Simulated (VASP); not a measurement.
A run of VASP 6.6.1 is set up as follows.

Contents of INCAR:

```
PREC = Accurate
ENCUT = 500
EDIFF = 1E-6
ISMEAR = 0
SIGMA = 0.1
LREAL = F
LASPH = T
NELM = 200
ALGO = Normal
ISIF = 2
LWAVE = F
LCHARG = F
GGA = PE
NBANDS = 33
GGA_COMPAT = F
LMAXMIX = 6
```

File KPOINTS:

```
regular mesh
0
Gamma
  6 6 6
```

Contents of POSCAR:

```
Nd3Si2I
1.0
    5.4785836471      0.0000000000      0.0000000000
   -2.7392918235      4.7445926152      0.0000000000
    0.0000000000      0.0000000000      6.1632498389
Nd Si I
3 2 1
Direct
    0.3333333333      0.6666666667      0.7118648836
    0.6666666667      0.3333333333      0.2881351164
    0.0000000000      0.0000000000      0.0000000000
    0.3333333333      0.6666666667      0.2003884815
    0.6666666667      0.3333333333      0.7996115185
    0.0000000000      0.0000000000      0.5000000000
```

Potentials or basis: VASP PAW PBE potentials, release 64 (Nd_3, Si, I), 4f in core.

Launch:

```sh
$ cat potpaw_PBE.64/Nd_3/POTCAR potpaw_PBE.64/Si/POTCAR potpaw_PBE.64/I/POTCAR > POTCAR
$ mpirun -np 1 vasp_std > vasp.out
```

(1) Estimate the pressure.

(2) What does it give for the largest force?

(3) What does it give for the band gap on the k mesh?

Answers

(1) 0.1 GPa.

(2) 0.013 eV/Å.

(3) zero (bands 24 and 25 overlap by 0.27 eV).

Caveat: spin-orbit coupling is left out, which moves the levels of the heavy elements; the 4f electrons are frozen in the core, so they carry no moment and show no levels; the run has no spin polarisation, though such a crystal can be magnetic.
